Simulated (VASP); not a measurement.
Ti, 3 atoms in the cell. The structure is hexagonal, space group P6/mmm (No. 191). Conventional cell: a = 4.596 Å, b = 4.596 Å, c = 2.686 Å, α = 90.00°, β = 90.00°, γ = 120.00°. Within 3.5 Å of Ti (site symmetry 6/mmm) lie 14 Ti at 2.69 to 2.97 Å. Within 3.5 Å of Ti (site symmetry -6m2) lie 11 Ti at 2.65 to 2.97 Å. This isn't the form of Ti at room conditions, which is hcp.

| Item | Value |
| --- | --- |
| Program | VASP 6.6.1 |
| Task | single point |
| Functional | PBEsol |
| Potentials or basis | VASP PAW PBE potentials, release 64 (Ti_sv) |
| Cutoff | 520 eV |
| k mesh | 12 × 12 × 14 |
| Occupations | gaussian, width 0.15 eV |
| Spin | no spin polarisation |
| Dipole correction | no |
| Further INCAR settings | ALGO = Fast; EDIFF = 1e-06; NBANDS = 25 |

Potentials or basis: VASP PAW PBE potentials, release 64 (Ti_sv).

Run with:

```console
$ cat potpaw_PBE.64/Ti_sv/POTCAR > POTCAR
$ mpirun -np 1 vasp_std > vasp.out
```

Hardware: 1 thread of Intel Xeon 8259CL (shared host).

**Question.** Estimate the wall time of this run.

**Answer.** Wall time 15 min on 1 thread of Intel Xeon 8259CL, with other jobs on the host, peak memory 0.27 GiB. Counts: scf iterations 49, k points 152.
